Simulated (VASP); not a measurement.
# SrTiO3 (I4/mcm) in VASP: notebook, part 3 of 3

VASP 6.6.1.

### Step 6. Relaxation of shape and atoms at fixed volume, PBEsol (12.11 Å³/atom)

This run uses another cell than the first one, of 12.11 Å³/atom.

The input, INCAR:

```
PREC     = Accurate       # precision mode
ENCUT    = 600            # plane-wave cutoff, eV
EDIFF    = 1E-6           # SCF threshold, eV
ISMEAR   = 0              # smearing method
SIGMA    = 0.02           # smearing width, eV
LREAL    = F              # projectors in reciprocal space
LASPH    = T              # aspherical terms in the spheres
NELM     = 60             # most SCF steps
ALGO     = Normal         # electronic algorithm
ISIF     = 4              # what is computed and relaxed
LWAVE    = F              # write WAVECAR
LCHARG   = F              # write CHGCAR
GGA      = PS             # functional
IBRION   = 2              # ionic algorithm
NSW      = 50             # ionic steps
EDIFFG   = -0.01          # ionic threshold
```

The input, KPOINTS:

```
Automatic mesh
0
Gamma
  8 8 8
```

The input, POSCAR:

```
SrTiO3
1.0
   -2.7707102690      2.7707102690      3.9429723790
    2.7707102690     -2.7707102690      3.9429723790
    2.7707102690      2.7707102690     -3.9429723790
Sr Ti O
2 2 6
Direct
    0.7500000000      0.2500000000      0.5000000000
    0.2500000000      0.7500000000      0.5000000000
    0.0000000000      0.0000000000      0.0000000000
    0.5000000000      0.5000000000      0.0000000000
    0.2500000000      0.2500000000      0.0000000000
    0.7500000000      0.7500000000      0.0000000000
    0.7253545269      0.2253545269      0.9507090539
    0.2253545269      0.2746454731      0.5000000000
    0.2746454731      0.7746454731      0.0492909461
    0.7746454731      0.7253545269      0.5000000000
```

Potentials or basis: VASP PAW PBE potentials, release 64 (Sr_sv, Ti_sv, O).

Launch:

```bash
$ cat potpaw_PBE.64/Sr_sv/POTCAR potpaw_PBE.64/Ti_sv/POTCAR potpaw_PBE.64/O/POTCAR > POTCAR
$ mpirun -np 1 vasp_std > vasp.out
```

OUTCAR:

```text
PREC = Accurate
   ENCUT = 600
   EDIFF = 1E-6
   ISMEAR = 0
   LREAL = F
   LASPH = T
   NELM = 60
   ISIF = 4
   GGA = PS
   IBRION = 2
   NSW = 50
   EDIFFG = -0.01

 ion  position               nearest neighbor table
   1  0.750  0.250  0.500-   9 2.65   8 2.65  10 2.65   7 2.65   5 2.77   6 2.77   6 2.77   5 2.77
                             7 2.92   9 2.92   8 2.92  10 2.92   4 3.40   3 3.40   4 3.40   4 3.40
   2  0.250  0.750  0.500-   7 2.65   8 2.65  10 2.65   9 2.65   5 2.77   6 2.77   5 2.77   6 2.77
                             9 2.92   7 2.92  10 2.92   8 2.92   4 3.40   3 3.40   4 3.40   3 3.40
   3  0.000  0.000  0.000-   7 1.97   9 1.97   8 1.97  10 1.97   5 1.97   6 1.97   1 3.40   2 3.40
                             1 3.40   1 3.40   2 3.40   2 3.40   1 3.40   2 3.40
   4  0.500  0.500  0.000-   7 1.97   9 1.97  10 1.97   8 1.97   5 1.97   6 1.97   1 3.40   2 3.40
                             2 3.40   1 3.40   2 3.40   1 3.40   2 3.40   1 3.40
   5  0.250  0.250  0.000-   3 1.97   4 1.97   1 2.77   2 2.77   2 2.77   1 2.77
   6  0.750  0.750  0.000-   3 1.97   4 1.97   1 2.77   2 2.77   1 2.77   2 2.77
   7  0.725  0.225  0.951-   3 1.97   4 1.97   2 2.65   1 2.65   1 2.92   2 2.92
   8  0.225  0.275  0.500-   4 1.97   3 1.97   1 2.65   2 2.65   1 2.92   2 2.92
   9  0.275  0.775  0.049-   3 1.97   4 1.97   1 2.65   2 2.65   2 2.92   1 2.92
  10  0.775  0.725  0.500-   3 1.97   4 1.97   1 2.65   2 2.65   1 2.92   2 2.92

  LATTYP: Found a body centered tetragonal cell.
 ALAT       =     5.5414205380
 C/A-ratio  =     1.4230908309

  Lattice vectors:

[... 206 lines left out ...]
  Total       -3.5249274     -3.5249274     -3.5777363      0.0000000      0.0000000      0.0000000
  in kB      -46.6438939    -46.6438939    -47.3426931      0.0000000      0.0000000      0.0000000
  external PRESSURE =     -46.8768270 kB  Pullay stress =       0.0000000 kB
[... 339 lines left out ...]
--------------------------------------- Ionic step        9  -------------------------------------------

 number of electron      80.0000014 magnetization

 Free energy of the ion-electron system (eV)
  ---------------------------------------------------
  ext. energy  EPLUGINS =         0.00000000
  ---------------------------------------------------
  free energy    TOTEN  =       -84.01702026 eV

  energy without entropy =      -84.01702026  energy(sigma->0) =      -84.01702026

 E-fermi :   3.9161     XC(G=0): -11.4522

 val. band max:        3.8050822010   @ k =  -0.1250   0.1250   0.0000
 cond. band min:       5.6563108457   @ k =   0.0000   0.0000   0.0000
 fundamental gap:      1.8512286447
 Fermi energy:         3.9160839520

 k-point     1 :       0.0000    0.0000    0.0000
  band No.  band energies     occupation
      1     -52.4266      2.00000
      2     -52.4223      2.00000
      3     -28.8351      2.00000
      4     -28.8334      2.00000
      5     -28.8334      2.00000
      6     -28.7756      2.00000
[... 1213 lines left out ...]
     47       9.2604      0.00000
     48       9.2604      0.00000

 [... further k-points ...]

------------------------ aborting loop because EDIFF is reached ----------------------------------------

  FORCE on cell =-STRESS in cart. coord.  units (eV):
  Direction    XX          YY          ZZ          XY          YZ          ZX
  --------------------------------------------------------------------------------------
  -------------------------------------------------------------------------------------
  Total       -3.4469517     -3.4469517     -3.4344892      0.0000000      0.0000000      0.0000000
  in kB      -45.6120744    -45.6120744    -45.4471630      0.0000000      0.0000000      0.0000000
  external PRESSURE =     -45.5571040 kB  Pullay stress =       0.0000000 kB
[... 25 lines left out ...]
  FREE ENERGIE OF THE ION-ELECTRON SYSTEM (eV)
  ---------------------------------------------------
  free  energy   TOTEN  =       -84.0170202551 eV

  energy  without entropy=      -84.0170202551  energy(sigma->0) =      -84.01702026

 reached required accuracy - stopping structural energy minimisation
```

OSZICAR:

```text
N       E                     dE             d eps       ncg     rms          rms(c)
DAV:   1     0.106419273890E+04    0.10642E+04   -0.44038E+04  5664   0.202E+03
DAV:   2     0.670948940803E+02   -0.99710E+03   -0.94885E+03  6160   0.558E+02
[... 74 lines left out ...]
DAV:   1    -0.840151252772E+02    0.16087E-02   -0.11886E+00  5664   0.511E+00    0.194E-01
DAV:   2    -0.840172833556E+02   -0.21581E-02   -0.25874E-02  6128   0.759E-01    0.142E-01
DAV:   3    -0.840171207179E+02    0.16264E-03   -0.10008E-03  8240   0.155E-01    0.760E-02
DAV:   4    -0.840170186772E+02    0.10204E-03   -0.30880E-04  6984   0.125E-01    0.208E-02
DAV:   5    -0.840170206761E+02   -0.19988E-05   -0.67070E-05  7128   0.561E-02    0.127E-02
DAV:   6    -0.840170202551E+02    0.42094E-06   -0.47029E-06  6408   0.128E-02
   9 F= -.84017020E+02 E0= -.84017020E+02  d E =-.718643E-03
```

Wall time 69 min (1 thread of Oxide Virtual Turin-like, shared host); peak memory 0.56 GiB.

Results:

- Free energy: -84.0170 eV
- Energy gained by relaxing: 0.2 meV/atom
- Ionic steps: 9
- Pressure after relaxing: -4.6 GPa
- Band gap on the k mesh: 1.85 eV

Forces on the atoms (eV/Å):
```
Sr   0.000  0.000  0.000
Sr   0.000  0.000  0.000
Ti   0.000  0.000  0.000
Ti   0.000  0.000  0.000
O    0.000  0.000  0.000
O    0.000  0.000  0.000
O    0.002  0.002  0.000
O   -0.002  0.002  0.000
O   -0.002 -0.002  0.000
O    0.002 -0.002  0.000
```

Step by step:
```tsv
step	energy change (eV)	largest force (eV/Å)	pressure (GPa)	volume (Å³)
1	0.0000	0.0274	-4.69	121.08
2	-0.0001	0.0263	-4.65	121.08
3	-0.0005	0.0237	-4.65	121.08
4	-0.0011	0.0191	-4.62	121.08
5	-0.0012	0.0110	-4.55	121.08
6	-0.0013	0.0138	-4.57	121.08
7	-0.0014	0.0128	-4.57	121.08
8	-0.0017	0.0090	-4.57	121.08
9	-0.0020	0.0029	-4.56	121.08
```

Final structure:
```cif
data_structure
_symmetry_space_group_name_H-M 'P 1'
_symmetry_Int_Tables_number 1
_cell_length_a 5.5566
_cell_length_b 5.5566
_cell_length_c 5.5566
_cell_angle_alpha 120.127
_cell_angle_beta 120.127
_cell_angle_gamma 89.779
_cell_volume 121.08
loop_
_atom_site_label
_atom_site_type_symbol
_atom_site_fract_x
_atom_site_fract_y
_atom_site_fract_z
_atom_site_occupancy
Sr1 Sr 0.75000 0.25000 0.50000 1
Sr2 Sr 0.25000 0.75000 0.50000 1
Ti1 Ti 0.00000 0.00000 0.00000 1
Ti2 Ti 0.50000 0.50000 0.00000 1
O1 O 0.25000 0.25000 0.00000 1
O2 O 0.75000 0.75000 0.00000 1
O3 O 0.72976 0.22976 0.95953 1
O4 O 0.22976 0.27024 0.50000 1
O5 O 0.27024 0.77024 0.04047 1
O6 O 0.77024 0.72976 0.50000 1
```

Caveat: the PAW data sets were made with another functional, which shifts forces and pressure a little. A k mesh can miss the band edges.

### Step 7. The runs side by side

| task | cell | cutoff (eV) | gap on the mesh (eV) | pressure (GPa) | largest force (eV/Å) |
| --- | --- | --- | --- | --- | --- |
| single point | a = 5.504 Å, angles 120.2, 120.2, 89.6°, 10 atoms, atomic positions A | 520 | 1.94 | 0.7 | 0.01 |
| single point | a = 5.397 Å, angles 120.4, 120.4, 89.3°, 10 atoms, atomic positions B | 520 | 2.13 | 13.7 | 0.01 |
| single point | a = 5.451 Å, angles 120.3, 120.3, 89.5°, 10 atoms, atomic positions C | 520 | 2.03 | 6.7 | 0.01 |
| relaxation of shape and atoms at fixed volume | relaxed from a = 5.559 Å, angles 120.2, 120.2, 89.6°, 10 atoms, atomic positions A | 600 | 1.85 | -4.6 | - |

Alike in all rows: level PBEsol; potentials or basis VASP PAW PBE potentials, release 64 (Sr_sv, Ti_sv, O); no spin polarisation; k mesh 8 × 8 × 8; smearing gaussian 0.02 eV.

Caveats: the PAW data sets were made with another functional, which shifts forces and pressure a little; the cell stands under pressure (at least some runs).

Total energies depend on the potentials used, so only differences within one code and one set of settings carry meaning.
